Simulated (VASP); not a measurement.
# CoO in VASP: notebook

Runs on CoO. Level: PBE. Tasks: single point.

Everything below comes from runs of VASP 6.6.1. Logs are shortened: lines on timing, memory, paths and dates and some standing lists are left out, and cuts for length are marked.

## (1) The cell of the first run

The typed cell holds 2 atoms: a = 3.021 Å, b = 3.021 Å, c = 3.039 Å, α = 120.29°, β = 120.29°, γ = 91.53°.

## (2) Single point, PBE, collinear spin, ferromagnetic start (equal xy, yz and zx shear strains of -3 %)

INCAR

```
SYSTEM = CoO
PREC = Accurate
ENCUT = 520
EDIFF = 1E-6
ISMEAR = -1
SIGMA = 0.03
LREAL = .False.
LASPH = .True.
NELM = 150
ALGO = Normal
ISIF = 2
LWAVE = .False.
LCHARG = .True.
ISPIN = 2
MAGMOM = 2 0
LORBIT = 11
LMAXMIX = 4
GGA = PE
LELF = .True.
LVHAR = .True.
NBANDS = 18
```

KPOINTS

```
Automatic mesh
0
Gamma
  13 13 15
  0 0 0
```

POSCAR

```
CoO
1.0
   -1.5622289045      1.4990114059      2.1072499549
    1.4990114059     -1.5622289045      2.1072499549
    1.5169888999      1.5169888999     -2.1524899595
Co O
1 1
Direct
    0.0000000000      0.0000000000      0.0000000000
    0.5000000000      0.5000000000      0.0000000000
```

Potentials or basis: VASP PAW PBE potentials, release 64 (Co, O).

Launch:

```sh
$ cat potpaw_PBE.64/Co/POTCAR potpaw_PBE.64/O/POTCAR > POTCAR
$ mpirun -np 1 vasp_std > vasp.out
```

OUTCAR:

```text
SYSTEM = CoO
   PREC = Accurate
   ENCUT = 520
   EDIFF = 1E-6
   ISMEAR = -1
   LREAL = .False.
   LASPH = .True.
   NELM = 150
   ISIF = 2
   ISPIN = 2
   LORBIT = 11
   GGA = PE

 ion  position               nearest neighbor table
   1  0.000  0.000  0.000-   2 2.10   2 2.10   2 2.11   2 2.11   2 2.16   2 2.16
   2  0.500  0.500  0.000-   1 2.10   1 2.10   1 2.11   1 2.11   1 2.16   1 2.16

  Warning from LATTYP: Got some problem with cell dimensions!
  Tried to take original basis but could not verify dimensions!
  LATTYP: Found a base centered monoclinic cell.
 ALAT       =     4.2022636955
 B/A-ratio  =     1.0302179678
 C/A-ratio  =     0.6929207663
 COS(beta)  =    -0.6906532873

  Lattice vectors:

 A1 = (  -3.0160003058,   0.0452400046,   0.0452400046)
 A2 = (   0.0452400046,  -3.0160003058,   0.0452400046)
 A3 = (   1.4537714013,   1.4537714013,   2.0620099503)

Analysis of symmetry for initial positions (statically):
=====================================================================
 Subroutine PRICEL returns:
 Original cell was already a primitive cell.

 Routine SETGRP: Setting up the symmetry group for a
 base centered monoclinic supercell.

 Subroutine GETGRP returns: Found  4 space group operations
 (whereof  4 operations were pure point group operations)
 out of a pool of  4 trial point group operations.

The static configuration has the point symmetry C_2h.

Analysis of symmetry for dynamics (positions and initial velocities):
=====================================================================
 Subroutine PRICEL returns:
 Original cell was already a primitive cell.

 Routine SETGRP: Setting up the symmetry group for a
 base centered monoclinic supercell.

 Subroutine GETGRP returns: Found  4 space group operations
 (whereof  4 operations were pure point group operations)
 out of a pool of  4 trial point group operations.

The dynamic configuration has the point symmetry C_2h.

Analysis of structural, dynamic, and magnetic symmetry:
=====================================================================
 Subroutine PRICEL returns:
 Original cell was already a primitive cell.

 Routine SETGRP: Setting up the symmetry group for a
 base centered monoclinic supercell.

 Subroutine GETGRP returns: Found  4 space group operations
 (whereof  4 operations were pure point group operations)
 out of a pool of  4 trial point group operations.

The overall configuration has the point symmetry C_2h.

 Subroutine INISYM returns: Found  4 space group operations
 (whereof  4 operations are pure point group operations),
 and found     1 'primitive' translations

----------------------------------------------------------------------------------------

                                     Primitive cell

  volume of cell :      19.1550

  direct lattice vectors                    reciprocal lattice vectors
    -1.562228904  1.499011406  2.107249955     0.008666513  0.335331492  0.242436046
     1.499011406 -1.562228904  2.107249955     0.335331492  0.008666513  0.242436046
     1.516988900  1.516988900 -2.152489959     0.336768019  0.336768019  0.010103041

  length of vectors
     3.021274022  3.021274022  3.039033345     0.413881087  0.413881087  0.476369047

  position of ions in fractional coordinates (direct lattice)
     0.000000000  0.000000000  0.000000000
     0.500000000  0.500000000  1.000000000

  ion indices of the primitive-cell ions
   primitive index   ion index
                 1           1
                 2           2

----------------------------------------------------------------------------------------

 KPOINTS: Automatic mesh

Automatic generation of k-mesh.
 Grid dimensions read from file:
 generate k-points for:   13   13   15

 Generating k-lattice:

  Cartesian coordinates                     Fractional coordinates (reciprocal lattice)
     0.000666655  0.025794730  0.018648927     0.076923077 -0.000000000  0.000000000
     0.025794730  0.000666655  0.018648927    -0.000000000  0.076923077  0.000000000
     0.022451201  0.022451201  0.000673536    -0.000000000 -0.000000000  0.066666667

  Length of vectors
     0.031837007  0.031837007  0.031757936

  Shift w.r.t. Gamma in fractional coordinates (k-lattice)
     0.000000000  0.000000000  0.000000000

 Subroutine IBZKPT returns following result:
 ===========================================

 Found    686 irreducible k-points:

 Following reciprocal coordinates:
            Coordinates               Weight
  0.000000  0.000000  0.000000      1.000000
  0.076923  0.000000  0.000000      4.000000
  0.153846 -0.000000  0.000000      4.000000
  0.230769  0.000000  0.000000      4.000000
  0.307692 -0.000000  0.000000      4.000000
  0.384615  0.000000  0.000000      4.000000
[... 16 lines left out ...]
  0.384615  0.153846  0.000000      4.000000
  0.461538  0.153846  0.000000      4.000000
 [... further k-points ...]
   k-points           NKPTS =    686   k-points in BZ     NKDIM =    686   number of bands    NBANDS=     18
   number of dos      NEDOS =    301   number of ions     NIONS =      2
   total plane-waves  NPLWV =  13824
   dimension x,y,z NGX =    24 NGY =   24 NGZ =   24
   dimension x,y,z NGXF=    48 NGYF=   48 NGZF=   48
   ions per type =               1   1
   NGX,Y,Z   is equivalent  to a cutoff of  13.21, 13.21, 13.13 a.u.
   NGXF,Y,Z  is equivalent  to a cutoff of  26.41, 26.41, 26.26 a.u.
 SYSTEM =  CoO
   PREC   = accura    normal or accurate (medium, high low for compatibility)
   ISTART =      0    job   : 0-new  1-cont  2-samecut
   ICHARG =      2    charge: 1-file 2-atom 10-const
   ISPIN  =      2    spin polarized calculation?
   LNONCOLLINEAR =      F non collinear calculations
   LSORBIT =      F    spin-orbit coupling
   LASPH  =      T    aspherical Exc in radial PAW
   ENCUT  =  520.0 eV  38.22 Ry    6.18 a.u.   5.62  5.62  5.65*2*pi/ulx,y,z
   NELM   =    150;   NELMIN=  2; NELMDL= -5     # of ELM steps
   EDIFF  = 0.1E-05   stopping-criterion for ELM
   LREAL  =      F    real-space projection
   EDIFFG = 0.1E-04   stopping-criterion for IOM
   NSW    =      0    number of steps for IOM
   IBRION =     -1    ionic relax: 0-MD 1-quasi-New 2-CG
   NFREE  =      0    steps in history (QN), initial steepest desc. (CG)
   ISIF   =      2    stress and relaxation
   ISYM   =      2    0-nonsym 1-usesym 2-fastsym
   POTIM  = 0.5000    time-step for ionic-motion
   TEBEG  =    0.0;   TEEND  =   0.0 temperature during run
   PSTRESS=    0.0 pullay stress
   NELECT =      15.0000    total number of electrons
   NUPDOWN=      -1.0000    fix difference up-down
   EMIN   =  10.00;   EMAX   =-10.00  energy-range for DOS
   EFERMI =   0.00;   METHOD = LEGACY
   ISMEAR =    -1;   SIGMA  =   0.03  broadening in eV -4-tet -1-fermi 0-gaus
   EFERMI_NEDOS =   21; number of points for ismear=-14 and -15
   IALGO  =     38    algorithm
   IMIX   =      4    mixing-type and parameters
     AMIX     =   0.40;   BMIX     =  1.00
     AMIX_MAG =   1.60;   BMIX_MAG =  1.00
  volume/ion in A,a.u.               =       9.58        64.63
  Fermi-wavevector in a.u.,A,eV,Ry     =   1.508960  2.851521 30.979922  2.276960
  Thomas-Fermi vector in A             =   2.619345
   LORBIT       =     11    0 simple, 1 ext, 2 COOP (PROOUT), +10 PAW based schemes
   GGA     = PE    functional components
   LHFCALC =     F    Hartree Fock is set to
   AEXX    =    0.0000 exact exchange contribution
   IVDW    =     0    specifies the selected vdW correction
   LEPSILON=     F    determine dielectric tensor
   LRPA    =     F    only Hartree local field effects (RPA)
 spin polarized calculation
  energy-cutoff  :      520.00
  volume of cell :       19.16
 maximum number of plane-waves:       533
   NGX = 11   NGY = 11   NGZ = 11

 number of electron      15.0000001 magnetization       2.8786654

 Free energy of the ion-electron system (eV)
  ---------------------------------------------------
  ext. energy  EPLUGINS =         0.00000000
  ---------------------------------------------------
  free energy    TOTEN  =       -13.05497645 eV

  energy without entropy =      -13.04333048  energy(sigma->0) =      -13.04915346

 E-fermi :   8.0219     XC(G=0): -12.4585

 val. band max:        8.0216642594   @ k =   0.4615   0.0769   0.2000
 cond. band min:       8.0237617464   @ k =  -0.0769  -0.0769   0.4000
 fundamental gap:      0.0020974870
 Fermi energy:         8.0218705629

 spin component 1

 k-point     1 :       0.0000    0.0000    0.0000
  band No.  band energies     occupation
      1     -12.2462      1.00000
      2       4.7031      1.00000
      3       4.7031      1.00000
      4       4.7742      1.00000
      5       4.8312      1.00000
      6       4.8913      1.00000
[... 10 lines left out ...]
     17      30.4534      0.00000
     18      32.4995      0.00000

 k-point     2 :       0.0769    0.0000    0.0000
  band No.  band energies     occupation
      1     -12.1814      1.00000
      2       3.9933      1.00000
      3       4.1676      1.00000
      4       4.2769      1.00000
      5       4.8713      1.00000
      6       4.9230      1.00000
[... 10 lines left out ...]
     17      30.9514      0.00000
     18      33.6054      0.00000

 k-point     3 :       0.1538   -0.0000    0.0000
  band No.  band energies     occupation
      1     -11.9968      1.00000
      2       3.2369      1.00000
      3       3.3114      1.00000
      4       3.5294      1.00000
      5       5.0030      1.00000
      6       5.0375      1.00000
[... 412 lines left out ...]
 k-point    23 :       0.3846    0.1538    0.0000
  band No.  band energies     occupation
      1     -10.9391      1.00000
      2       0.2812      1.00000
      3       1.8189      1.00000
      4       2.1214      1.00000
      5       5.5894      1.00000
      6       5.6017      1.00000
[... 10 lines left out ...]
     17      35.7263      0.00000
     18      37.1904      0.00000

 k-point    24 :       0.4615    0.1538    0.0000
  band No.  band energies     occupation
      1     -10.9160      1.00000
      2       0.2718      1.00000
      3       1.8965      1.00000
      4       1.9730      1.00000
      5       5.5524      1.00000
      6       5.6760      1.00000
[... 10 lines left out ...]
     17      34.7005      0.00000
     18      36.2175      0.00000

 [... further k-points ...]

 spin component 2

 k-point     1 :       0.0000    0.0000    0.0000
  band No.  band energies     occupation
      1     -11.7530      1.00000
      2       5.2176      1.00000
      3       5.5056      1.00000
      4       5.5500      1.00000
      5       6.8174      1.00000
      6       6.8851      1.00000
[... 10 lines left out ...]
     17      31.4102      0.00000
     18      33.3433      0.00000

 k-point     2 :       0.0769    0.0000    0.0000
  band No.  band energies     occupation
      1     -11.6865      1.00000
      2       4.9908      1.00000
      3       5.0016      1.00000
      4       5.2855      1.00000
      5       6.9316      1.00000
      6       6.9586      1.00000
[... 10 lines left out ...]
     17      31.7696      0.00000
     18      34.4854      0.00000

 k-point     3 :       0.1538   -0.0000    0.0000
  band No.  band energies     occupation
      1     -11.4970      1.00000
      2       3.9136      1.00000
      3       4.5195      1.00000
      4       4.7989      1.00000
      5       7.1233      1.00000
      6       7.1533      1.00000
[... 412 lines left out ...]
 k-point    23 :       0.3846    0.1538    0.0000
  band No.  band energies     occupation
      1     -10.3995      1.00000
      2       0.8609      1.00000
      3       3.1377      1.00000
      4       3.1478      1.00000
      5       7.7774      0.99971
      6       7.9129      0.97420
[... 10 lines left out ...]
     17      36.1107      0.00000
     18      37.7712      0.00000

 k-point    24 :       0.4615    0.1538    0.0000
  band No.  band energies     occupation
      1     -10.3741      1.00000
      2       0.8266      1.00000
      3       3.0698      1.00000
      4       3.1771      1.00000
      5       7.8589      0.99564
      6       7.9017      0.98210
[... 10 lines left out ...]
     17      35.0418      0.00000
     18      36.7591      0.00000

 [... further k-points ...]

------------------------ aborting loop because EDIFF is reached ----------------------------------------

  FORCE on cell =-STRESS in cart. coord.  units (eV):
  Direction    XX          YY          ZZ          XY          YZ          ZX
  --------------------------------------------------------------------------------------
  -------------------------------------------------------------------------------------
  Total       -0.0848428     -0.0848428     -0.0717670      0.0210269     -0.0595169     -0.0594844
  in kB       -7.0964777     -7.0964777     -6.0027812      1.7587495     -4.9781548     -4.9754359
  external PRESSURE =      -6.7319122 kB  Pullay stress =       0.0000000 kB

 VOLUME and BASIS-vectors are now :
 -----------------------------------------------------------------------------
  energy-cutoff  :      520.00
  volume of cell :       19.16
      direct lattice vectors                 reciprocal lattice vectors
    -1.562228904  1.499011406  2.107249955     0.008666513  0.335331492  0.242436046
     1.499011406 -1.562228904  2.107249955     0.335331492  0.008666513  0.242436046
     1.516988900  1.516988900 -2.152489959     0.336768019  0.336768019  0.010103041

 POSITION                                       TOTAL-FORCE (eV/Angst)
 -----------------------------------------------------------------------------------
      0.00000      0.00000      0.00000         0.000000     -0.000000      0.000000
     -0.03161     -0.03161      2.10725        -0.000000      0.000000     -0.000000
 -----------------------------------------------------------------------------------
    total drift:                               -0.000000      0.000000     -0.000000

  FREE ENERGIE OF THE ION-ELECTRON SYSTEM (eV)
  ---------------------------------------------------
  free  energy   TOTEN  =       -13.0549764459 eV

  energy  without entropy=      -13.0433304796  energy(sigma->0) =      -13.04915346

 total charge

# of ion       s       p       d       tot
------------------------------------------
    1        0.297   0.363   7.152   7.811
    2        1.556   3.427   0.000   4.983
--------------------------------------------------
tot          1.853   3.790   7.152  12.794

 magnetization (x)

# of ion       s       p       d       tot
------------------------------------------
    1        0.021   0.018   2.498   2.536
    2        0.029   0.264   0.000   0.293
--------------------------------------------------
tot          0.050   0.282   2.498   2.829
```

Wall time 7.8 min (1 thread of Intel Xeon Platinum 8488C (Sapphire Rapids), shared host); peak memory 0.46 GiB.

Results:

```
Free energy                                           : -13.0550 eV
Pressure                                              : -0.7 GPa
Net moment                                            : 2.88 μB per cell
Site moments                                          : Co +2.54; O +0.29 μB
Valence electrons inside the program's atomic spheres : Co 7.81; O 4.98
```

Levels at points of the mesh, in eV from the Fermi level:
Spin up:
```tsv
k point	band 7	band 8	band 9	band 10	band 11	band 12
(0.00, 0.00, 0.00)	-3.10	-3.02	-2.82	1.07	16.87	17.66
```
Spin down:
| k point | band 4 | band 5 | band 6 | band 7 | band 8 | band 9 |
| --- | --- | --- | --- | --- | --- | --- |
| (0.00, 0.00, 0.00) | -2.47 | -1.20 | -1.14 | -1.02 | 0.03 | 0.05 |

Caveat: the cell differs from its parent crystal (equal xy, yz and zx shear strains of -3 %); a cell with one magnetic atom can't hold antiferromagnetic order, which such compounds often take; semilocal functionals often make such compounds metallic where correlation or magnetic order opens a gap, which also shifts bond lengths.

(Part 1 of 3 ends here.)
